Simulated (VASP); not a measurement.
**P: single point with r2SCAN0**

Crystal: P.

```xyz
2
Lattice="2.4247 0.0000 0.0000 0.0000 2.4385 0.0000 -0.0203 0.0000 4.8524" Properties=species:S:1:pos:R:3 pbc="T T T"
P    -0.0152    0.0000    3.6365
P     2.4196    0.0000    1.2159
```

```yaml
Program: VASP 6.6.1
Task: single point
Functional: r2SCAN0
Potentials_or_basis: VASP PAW PBE potentials, release 64 (P)
Cutoff: 520 eV
k_mesh: 6 × 6 × 3
Occupations: fermi-dirac, width 0.05 eV
Spin: no spin polarisation
Dipole_correction: no
Grid_for_exact_exchange_PRECFOCK: Normal
Further_INCAR_settings: ALGO = Normal; EDIFF = 1e-06; NBANDS = 12
```

```yaml
Pressure: -3.4 GPa
Largest_force: 0.013 eV/Å
Band_gap_on_the_k_mesh: zero (band 5 reaches 16.52 eV, above the bottom of band 6 at 5.39 eV)
```

Forces on the atoms (eV/Å):
```
P    0.000  0.000  0.013
P    0.000  0.000 -0.013
```

Stress tensor (GPa, compression positive):
```
-5.90  0.00  0.49
 0.00  0.98  0.00
 0.49  0.00 -5.34
```

Levels at points of the mesh, in eV from the Fermi level:
| k point | band 2 | band 3 | band 4 | band 5 | band 6 | band 7 | band 8 | band 9 |
| --- | --- | --- | --- | --- | --- | --- | --- | --- |
| (0.00, 0.00, 0.00) | -14.80 | -10.86 | 5.94 | 6.23 | 6.28 | 7.73 | 7.88 | 9.38 |
| (0.50, 0.00, 0.00) | -10.86 | -9.19 | -6.99 | -6.90 | 1.56 | 9.39 | 9.63 | 10.80 |
| (0.00, 0.50, 0.00) | -10.85 | -9.36 | -7.06 | -6.92 | 1.59 | 9.53 | 9.58 | 10.77 |
| (0.50, 0.50, 0.00) | -7.06 | -6.91 | -3.46 | -3.38 | -3.27 | -1.81 | 1.58 | 5.52 |

It took 6.6 min on 1 thread of AMD EPYC 9R45 96-Core Processor (Zen 5), with other jobs on the host, peak memory 0.12 GiB.

Caveat: the k points lie up to 0.43 Å⁻¹ apart; the PAW data sets were made with another functional, which shifts forces and pressure a little.
